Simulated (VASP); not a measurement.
# Pd (Immm) in VASP: further runs

The runs below take Pd through single point, with PBEsol.

Everything below comes from runs of VASP 6.6.1. Logs are shortened: lines on timing, memory, paths and dates and some standing lists are left out, and cuts for length are marked.

**1. The cell of the first run**

Symmetry: Immm, No. 71, orthorhombic system. The conventional cell has a = 2.647 Å, b = 2.854 Å, c = 3.890 Å, α = 90.00°, β = 90.00°, γ = 90.00°. Within 3.5 Å of Pd (site symmetry mmm) lie 12 Pd at 2.65 to 2.85 Å.

**2. Single point, PBEsol (strain +0.0750 x Voigt [0, 0, 0, 0, 0, 1])**

INCAR reads:

```
ALGO = Fast
EDIFF = 1E-7
ENCUT = 520
GGA = PS
ISIF = 2
ISMEAR = 0
LASPH = T
LCHARG = T
LELF = T
LREAL = F
LVHAR = T
LWAVE = F
NBANDS = 11
NELM = 60
PREC = Accurate
SIGMA = 0.15
```

KPOINTS reads:

```
k-points
0
Gamma
  20 20 20
```

POSCAR reads:

```
Pd
1.0
    0.0729337500      1.9449000000      1.9449000000
    1.9449000000      0.0729337500      1.9449000000
    2.0178337500      2.0178337500      0.0000000000
Pd
1
Direct
    0.0000000000      0.0000000000      0.0000000000
```

Potentials or basis: VASP PAW PBE potentials, release 64 (Pd).

The run is started by

```
$ cat potpaw_PBE.64/Pd/POTCAR > POTCAR
$ mpirun -np 1 vasp_std > vasp.out
```

OUTCAR:

```text
EDIFF = 1E-7
   ENCUT = 520
   GGA = PS
   ISIF = 2
   ISMEAR = 0
   LASPH = T
   LREAL = F
   NELM = 60
   PREC = Accurate

 ion  position               nearest neighbor table
   1  0.000  0.000  0.000-

  LATTYP: Found a body centered orthorhombic cell.
 ALAT       =     2.6473600591
 B/A-ratio  =     1.0779220779
 C/A-ratio  =     1.4693127921

  Lattice vectors:

 A1 = (   1.9449000000,   0.0729337500,  -1.9449000000)
 A2 = (  -1.9449000000,  -0.0729337500,  -1.9449000000)
 A3 = (   0.0729337500,   1.9449000000,   1.9449000000)

Analysis of symmetry for initial positions (statically):
=====================================================================
 Subroutine PRICEL returns:
 Original cell was already a primitive cell.

 Routine SETGRP: Setting up the symmetry group for a
 body centered orthorhombic supercell.

 Subroutine GETGRP returns: Found  8 space group operations
 (whereof  8 operations were pure point group operations)
 out of a pool of  8 trial point group operations.

The static configuration has the point symmetry D_2h.

Analysis of symmetry for dynamics (positions and initial velocities):
=====================================================================
 Subroutine PRICEL returns:
 Original cell was already a primitive cell.

 Routine SETGRP: Setting up the symmetry group for a
 body centered orthorhombic supercell.

 Subroutine GETGRP returns: Found  8 space group operations
 (whereof  8 operations were pure point group operations)
 out of a pool of  8 trial point group operations.

The dynamic configuration has the point symmetry D_2h.

 Subroutine INISYM returns: Found  8 space group operations
 (whereof  8 operations are pure point group operations),
 and found     1 'primitive' translations

----------------------------------------------------------------------------------------

                                     Primitive cell

  volume of cell :      14.6930

  direct lattice vectors                    reciprocal lattice vectors
     0.072933750  1.944900000  1.944900000    -0.267098833  0.267098833  0.257082626
     1.944900000  0.072933750  1.944900000     0.267098833 -0.267098833  0.257082626
     2.017833750  2.017833750  0.000000000     0.247790483  0.247790483 -0.257082626

  length of vectors
[... 79 lines left out ...]
   NELM   =     60;   NELMIN=  2; NELMDL= -5     # of ELM steps
   EDIFF  = 0.1E-06   stopping-criterion for ELM
   LREAL  =      F    real-space projection
   EDIFFG = 0.1E-05   stopping-criterion for IOM
   NSW    =      0    number of steps for IOM
   IBRION =     -1    ionic relax: 0-MD 1-quasi-New 2-CG
   NFREE  =      0    steps in history (QN), initial steepest desc. (CG)
   ISIF   =      2    stress and relaxation
   ISYM   =      2    0-nonsym 1-usesym 2-fastsym
   POTIM  = 0.5000    time-step for ionic-motion
   TEBEG  =    0.0;   TEEND  =   0.0 temperature during run
   PSTRESS=    0.0 pullay stress
   NELECT =      10.0000    total number of electrons
   NUPDOWN=      -1.0000    fix difference up-down
   EMIN   =  10.00;   EMAX   =-10.00  energy-range for DOS
   EFERMI =   0.00;   METHOD = LEGACY
   ISMEAR =     0;   SIGMA  =   0.15  broadening in eV -4-tet -1-fermi 0-gaus
   EFERMI_NEDOS =   21; number of points for ismear=-14 and -15
   IALGO  =     68    algorithm
   IMIX   =      4    mixing-type and parameters
     AMIX     =   0.40;   BMIX     =  1.00
     AMIX_MAG =   1.60;   BMIX_MAG =  1.00
  volume/ion in A,a.u.               =      14.69        99.15
  Fermi-wavevector in a.u.,A,eV,Ry     =   1.440029  2.721260 28.214182  2.073684
  Thomas-Fermi vector in A             =   2.558819
   LORBIT       =      0    0 simple, 1 ext, 2 COOP (PROOUT), +10 PAW based schemes
   GGA     = PS    functional components
   LHFCALC =     F    Hartree Fock is set to
   AEXX    =    0.0000 exact exchange contribution
   IVDW    =     0    specifies the selected vdW correction
   LEPSILON=     F    determine dielectric tensor
   LRPA    =     F    only Hartree local field effects (RPA)
 non-spin polarized calculation
 RMM-DIIS sequential band-by-band and
 Gauss-broadening in eV      SIGMA  =   0.15
  energy-cutoff  :      520.00
  volume of cell :       14.69
 maximum number of plane-waves:       410
   NGX = 11   NGY = 11   NGZ = 11

 number of electron      10.0000001 magnetization

 Free energy of the ion-electron system (eV)
  ---------------------------------------------------
  ext. energy  EPLUGINS =         0.00000000
  ---------------------------------------------------
  free energy    TOTEN  =        -5.95132840 eV

  energy without entropy =       -5.92723270  energy(sigma->0) =       -5.93928055

 E-fermi :   9.6876     XC(G=0): -13.4014

 val. band max:        9.6862739686   @ k =  -0.1000   0.2500   0.1500
 cond. band min:       9.6879700555   @ k =  -0.3500   0.4500   0.2500
 fundamental gap:      0.0016960869
 Fermi energy:         9.6875852144

 k-point     1 :       0.0000    0.0000    0.0000
  band No.  band energies     occupation
      1       2.4187      2.00000
      2       6.4774      2.00000
      3       6.6527      2.00000
      4       7.1755      2.00000
      5       8.4891      2.00000
      6       8.5323      2.00000
      7      26.7051      0.00000
      8      30.4073      0.00000
      9      31.7382      0.00000
     10      32.9210      0.00000
     11      36.6727      0.00000
[... 309 lines left out ...]
 k-point    24 :      -0.3500    0.0500    0.0000
  band No.  band energies     occupation
      1       4.5185      2.00000
      2       6.6159      2.00000
      3       7.2107      2.00000
      4       8.3309      2.00000
      5       8.9418      2.00000
      6      10.0079      0.00252
      7      20.5975      0.00000
      8      26.6629      0.00000
      9      30.8074      0.00000
     10      31.4377      0.00000
     11      35.6170      0.00000

 [... further k-points ...]
[... 5 lines left out ...]
  --------------------------------------------------------------------------------------
  -------------------------------------------------------------------------------------
  Total       -0.0491258     -0.0491258     -0.2686893     -0.5714026     -0.0000000      0.0000000
  in kB       -5.3568530     -5.3568530    -29.2988316    -62.3077637     -0.0000000      0.0000000
  external PRESSURE =     -13.3375126 kB  Pullay stress =       0.0000000 kB

 VOLUME and BASIS-vectors are now :
 -----------------------------------------------------------------------------
  energy-cutoff  :      520.00
  volume of cell :       14.69
      direct lattice vectors                 reciprocal lattice vectors
     0.072933750  1.944900000  1.944900000    -0.267098833  0.267098833  0.257082626
     1.944900000  0.072933750  1.944900000     0.267098833 -0.267098833  0.257082626
     2.017833750  2.017833750  0.000000000     0.247790483  0.247790483 -0.257082626

 POSITION                                       TOTAL-FORCE (eV/Angst)
 -----------------------------------------------------------------------------------
      0.00000      0.00000      0.00000         0.000000      0.000000      0.000000
 -----------------------------------------------------------------------------------
    total drift:                               -0.000000     -0.000000      0.000000

  FREE ENERGIE OF THE ION-ELECTRON SYSTEM (eV)
  ---------------------------------------------------
  free  energy   TOTEN  =        -5.9513283978 eV

  energy  without entropy=       -5.9272326971  energy(sigma->0) =       -5.93928055
```

stdout:

```text
POSCAR found type information on POSCAR Pd
 POSCAR found :  1 types and       1 ions
 scaLAPACK will be used
 -----------------------------------------------------------------------------
|                                                                             |
|                                                                             |
|     You enforced a specific xc type in the INCAR file but a different       |
|     I HOPE YOU KNOW WHAT YOU ARE DOING!                                     |
|                                                                             |
 -----------------------------------------------------------------------------

 LDA part: xc-table for (Slater+PW92), standard interpolation
 POSCAR, INCAR and KPOINTS ok, starting setup
 FFT: planning ... GRIDC
 FFT: planning ... GRID_SOFT
 FFT: planning ... GRID
 WAVECAR not read
 entering main loop
WARNING in EDDRMM: call to ZHEGV failed, returncode =   8  4     11
WARNING in EDDRMM: call to ZHEGV failed, returncode =   8  4     10
WARNING in EDDRMM: call to ZHEGV failed, returncode =   6  3     11
```

Wall time 2 min (1 thread of Intel Xeon 6975P-C, shared host); peak memory 0.3 GiB.

Results:

```yaml
Free_energy: -5.9513 eV
Pressure: -1.3 GPa
Band_gap_on_the_k_mesh: zero (band 5 reaches 10.07 eV, above the bottom of band 6 at 8.34 eV)
```

Caveat: the cell differs from its parent crystal (strain +0.0750 x Voigt [0, 0, 0, 0, 0, 1]); the PAW data sets were made with another functional, which shifts forces and pressure a little.

**3. Single point, PBEsol (strain -0.0500 x Voigt [0, 0, 0, 0, 0, 1])**

INCAR reads:

```
PREC = Accurate ; ENCUT = 520
EDIFF = 1E-7 ; ISMEAR = 0
SIGMA = 0.15 ; LREAL = False
LASPH = True ; NELM = 60
ALGO = Fast ; ISIF = 2
LWAVE = False ; LCHARG = False
GGA = PS ; NBANDS = 11
```

KPOINTS reads:

```
Automatic mesh
0
Gamma
  20 20 20
```

POSCAR reads:

```
Pd
1.0
   -0.0486225000      1.9449000000      1.9449000000
    1.9449000000     -0.0486225000      1.9449000000
    1.8962775000      1.8962775000      0.0000000000
Pd
1
Direct
    0.0000000000      0.0000000000      0.0000000000
```

Potentials or basis: VASP PAW PBE potentials, release 64 (Pd).

The run is started by

```
$ cat potpaw_PBE.64/Pd/POTCAR > POTCAR
$ mpirun -np 1 vasp_std > vasp.out
```

Wall time 2 min (1 thread of Intel Xeon 6975P-C, shared host); peak memory 0.29 GiB.

The run converged. Its results:

```yaml
Free_energy: -5.9629 eV
Pressure: -2.0 GPa
Band_gap_on_the_k_mesh: zero (band 5 reaches 10.01 eV, above the bottom of band 6 at 8.34 eV)
```

Stress tensor (GPa, compression positive):
```
-1.62  3.96  0.00
 3.96 -1.62  0.00
 0.00  0.00 -2.70
```

Levels at points of the mesh, in eV from the Fermi level:
| k point | band 1 | band 2 | band 3 | band 4 | band 5 | band 6 | band 7 | band 8 | band 9 | band 10 |
| --- | --- | --- | --- | --- | --- | --- | --- | --- | --- | --- |
| (0.00, 0.00, 0.00) | -7.26 | -3.10 | -2.94 | -2.63 | -1.21 | -1.19 | 17.08 | 21.11 | 21.98 | 22.78 |
| (0.50, 0.00, 0.00) | -5.39 | -3.13 | -2.66 | -0.16 | 0.04 | 0.70 | 6.94 | 16.70 | 21.09 | 21.82 |
| (0.50, 0.50, 0.00) | -5.47 | -5.16 | -0.03 | 0.27 | 0.32 | 3.25 | 10.74 | 12.19 | 14.12 | 20.80 |
| (0.00, 0.00, 0.50) | -5.36 | -3.15 | -2.71 | -0.08 | 0.11 | 1.15 | 7.67 | 16.27 | 20.32 | 21.03 |
| (0.50, 0.00, 0.50) | -5.45 | -5.16 | -0.09 | 0.28 | 0.34 | 3.27 | 10.77 | 13.14 | 13.15 | 21.54 |

Caveat: the cell differs from its parent crystal (strain -0.0500 x Voigt [0, 0, 0, 0, 0, 1]); the PAW data sets were made with another functional, which shifts forces and pressure a little.

**4. Single point, PBEsol (strain +0.0250 x Voigt [0, 0, 0, 0, 0, 1])**

INCAR reads:

```
SYSTEM = Pd
PREC = Accurate
ENCUT = 520
EDIFF = 1E-7
ISMEAR = 0
SIGMA = 0.15
LREAL = .False.
LASPH = .True.
NELM = 80
ALGO = Fast
ISIF = 2
LWAVE = .False.
LCHARG = .False.
GGA = PS
NBANDS = 11
```

KPOINTS reads:

```
Automatic mesh
0
Gamma
  20 20 20
  0 0 0
```

POSCAR reads:

```
Pd
1.0
    0.0243112500      1.9449000000      1.9449000000
    1.9449000000      0.0243112500      1.9449000000
    1.9692112500      1.9692112500      0.0000000000
Pd
1
Direct
    0.0000000000      0.0000000000      0.0000000000
```

Potentials or basis: VASP PAW PBE potentials, release 64 (Pd).

The run is started by

```
$ cat potpaw_PBE.64/Pd/POTCAR > POTCAR
$ mpirun -np 1 vasp_std > vasp.out
```

OUTCAR:

```text
SYSTEM = Pd
   PREC = Accurate
   ENCUT = 520
   EDIFF = 1E-7
   ISMEAR = 0
   LREAL = .False.
   LASPH = .True.
   NELM = 80
   ISIF = 2
   GGA = PS

 ion  position               nearest neighbor table
   1  0.000  0.000  0.000-

  LATTYP: Found a body centered orthorhombic cell.
 ALAT       =     2.7161226580
 B/A-ratio  =     1.0253164557
 C/A-ratio  =     1.4321149999

  Lattice vectors:

 A1 = (   1.9449000000,   0.0243112500,  -1.9449000000)
 A2 = (  -1.9449000000,  -0.0243112500,  -1.9449000000)
 A3 = (   0.0243112500,   1.9449000000,   1.9449000000)

Analysis of symmetry for initial positions (statically):
=====================================================================
 Subroutine PRICEL returns:
 Original cell was already a primitive cell.

 Routine SETGRP: Setting up the symmetry group for a
 body centered orthorhombic supercell.

 Subroutine GETGRP returns: Found  8 space group operations
 (whereof  8 operations were pure point group operations)
 out of a pool of  8 trial point group operations.

The static configuration has the point symmetry D_2h.

Analysis of symmetry for dynamics (positions and initial velocities):
=====================================================================
 Subroutine PRICEL returns:
 Original cell was already a primitive cell.

 Routine SETGRP: Setting up the symmetry group for a
 body centered orthorhombic supercell.

 Subroutine GETGRP returns: Found  8 space group operations
 (whereof  8 operations were pure point group operations)
 out of a pool of  8 trial point group operations.

The dynamic configuration has the point symmetry D_2h.

 Subroutine INISYM returns: Found  8 space group operations
 (whereof  8 operations are pure point group operations),
 and found     1 'primitive' translations

----------------------------------------------------------------------------------------

                                     Primitive cell

  volume of cell :      14.7114

[... 107 lines left out ...]
  volume/ion in A,a.u.               =      14.71        99.28
  Fermi-wavevector in a.u.,A,eV,Ry     =   1.439429  2.720126 28.190662  2.071955
  Thomas-Fermi vector in A             =   2.558285
   LORBIT       =      0    0 simple, 1 ext, 2 COOP (PROOUT), +10 PAW based schemes
   GGA     = PS    functional components
   LHFCALC =     F    Hartree Fock is set to
   AEXX    =    0.0000 exact exchange contribution
   IVDW    =     0    specifies the selected vdW correction
   LEPSILON=     F    determine dielectric tensor
   LRPA    =     F    only Hartree local field effects (RPA)
 non-spin polarized calculation
 RMM-DIIS sequential band-by-band and
 Gauss-broadening in eV      SIGMA  =   0.15
  energy-cutoff  :      520.00
  volume of cell :       14.71
 maximum number of plane-waves:       407
   NGX = 11   NGY = 11   NGZ = 11

 number of electron      10.0000001 magnetization

 Free energy of the ion-electron system (eV)
  ---------------------------------------------------
  ext. energy  EPLUGINS =         0.00000000
  ---------------------------------------------------
  free energy    TOTEN  =        -5.96955755 eV

  energy without entropy =       -5.94289967  energy(sigma->0) =       -5.95622861

 E-fermi :   9.6602     XC(G=0): -13.3973

 val. band max:        9.6601455980   @ k =  -0.2500   0.1500   0.4500
 cond. band min:       9.6611114438   @ k =  -0.2000   0.1500   0.0000
 fundamental gap:      0.0009658458
 Fermi energy:         9.6601528786

 k-point     1 :       0.0000    0.0000    0.0000
  band No.  band energies     occupation
      1       2.4046      2.00000
      2       6.6792      2.00000
      3       6.7744      2.00000
      4       6.9102      2.00000
      5       8.4357      2.00000
      6       8.4416      2.00000
      7      26.7810      0.00000
      8      31.1664      0.00000
      9      31.5930      0.00000
     10      32.0025      0.00000
     11      36.7382      0.00000
[... 309 lines left out ...]
 k-point    24 :      -0.3500    0.0500    0.0000
  band No.  band energies     occupation
      1       4.4740      2.00000
      2       6.8165      2.00000
      3       6.9757      2.00000
      4       8.2266      2.00000
      5       9.0192      2.00000
      6       9.8249      0.12039
      7      20.1398      0.00000
      8      26.7533      0.00000
      9      30.7222      0.00000
     10      32.0724      0.00000
     11      35.9107      0.00000

 [... further k-points ...]
[... 5 lines left out ...]
  --------------------------------------------------------------------------------------
  -------------------------------------------------------------------------------------
  Total       -0.2065316     -0.2065316     -0.2318022     -0.1763034      0.0000000      0.0000000
  in kB      -22.4927849    -22.4927849    -25.2449337    -19.2007091      0.0000000      0.0000000
  external PRESSURE =     -23.4101678 kB  Pullay stress =       0.0000000 kB

 VOLUME and BASIS-vectors are now :
 -----------------------------------------------------------------------------
  energy-cutoff  :      520.00
  volume of cell :       14.71
      direct lattice vectors                 reciprocal lattice vectors
     0.024311250  1.944900000  1.944900000    -0.260336837  0.260336837  0.257082626
     1.944900000  0.024311250  1.944900000     0.260336837 -0.260336837  0.257082626
     1.969211250  1.969211250  0.000000000     0.253908767  0.253908767 -0.257082626

 POSITION                                       TOTAL-FORCE (eV/Angst)
 -----------------------------------------------------------------------------------
      0.00000      0.00000      0.00000        -0.000000      0.000000      0.000000
 -----------------------------------------------------------------------------------
    total drift:                               -0.000000      0.000000      0.000000

  FREE ENERGIE OF THE ION-ELECTRON SYSTEM (eV)
  ---------------------------------------------------
  free  energy   TOTEN  =        -5.9695575468 eV

  energy  without entropy=       -5.9428996740  energy(sigma->0) =       -5.95622861
```

OSZICAR:

```text
N       E                     dE             d eps       ncg     rms          rms(c)
DAV:   1     0.414926975437E+02    0.41493E+02   -0.51288E+03 25804   0.851E+02
DAV:   2    -0.580126348677E+01   -0.47294E+02   -0.45715E+02 28963   0.182E+02
DAV:   3    -0.635729911133E+01   -0.55604E+00   -0.55384E+00 30777   0.211E+01
DAV:   4    -0.635978401845E+01   -0.24849E-02   -0.24846E-02 30884   0.149E+00
DAV:   5    -0.635981062121E+01   -0.26603E-04   -0.26603E-04 33778   0.138E-01    0.841E+00
RMM:   6    -0.598687122552E+01    0.37294E+00   -0.51251E-01 26948   0.660E+00    0.372E+00
RMM:   7    -0.597417182515E+01    0.12699E-01   -0.10271E-02 30939   0.116E+00    0.198E+00
RMM:   8    -0.596957568237E+01    0.45961E-02   -0.16862E-03 31307   0.405E-01    0.136E-01
RMM:   9    -0.596954965959E+01    0.26023E-04   -0.20505E-04 34571   0.121E-01    0.310E-02
RMM:  10    -0.596955575682E+01   -0.60972E-05   -0.49102E-05 34184   0.520E-02    0.971E-03
RMM:  11    -0.596955707784E+01   -0.13210E-05   -0.14208E-05 35416   0.253E-02    0.937E-03
RMM:  12    -0.596955733898E+01   -0.26115E-06   -0.35655E-06 33411   0.143E-02    0.286E-03
RMM:  13    -0.596955764119E+01   -0.30221E-06   -0.13451E-06 30375   0.674E-03    0.602E-03
RMM:  14    -0.596955754678E+01    0.94412E-07   -0.14148E-07 24104   0.273E-03
   1 F= -.59695575E+01 E0= -.59562286E+01  d E =-.266579E-01
```

stdout:

```text
POSCAR found type information on POSCAR Pd
 POSCAR found :  1 types and       1 ions
 scaLAPACK will be used
 -----------------------------------------------------------------------------
|                                                                             |
|                                                                             |
|     You enforced a specific xc type in the INCAR file but a different       |
|     I HOPE YOU KNOW WHAT YOU ARE DOING!                                     |
|                                                                             |
 -----------------------------------------------------------------------------

 LDA part: xc-table for (Slater+PW92), standard interpolation
 POSCAR, INCAR and KPOINTS ok, starting setup
 FFT: planning ... GRIDC
 FFT: planning ... GRID_SOFT
 FFT: planning ... GRID
 WAVECAR not read
 entering main loop
WARNING in EDDRMM: call to ZHEGV failed, returncode =   8  4     11
```

It took 2.2 min on 1 thread of Intel Xeon 6975P-C, shared host; peak memory 0.3 GiB.

Results:

* Free energy: -5.9696 eV
* Pressure: -2.3 GPa
* Band gap on the k mesh: zero (band 5 reaches 9.97 eV, above the bottom of band 6 at 8.34 eV)

Caveat: the cell differs from its parent crystal (strain +0.0250 x Voigt [0, 0, 0, 0, 0, 1]); the PAW data sets were made with another functional, which shifts forces and pressure a little.

(Part 1 of 2 ends here.)
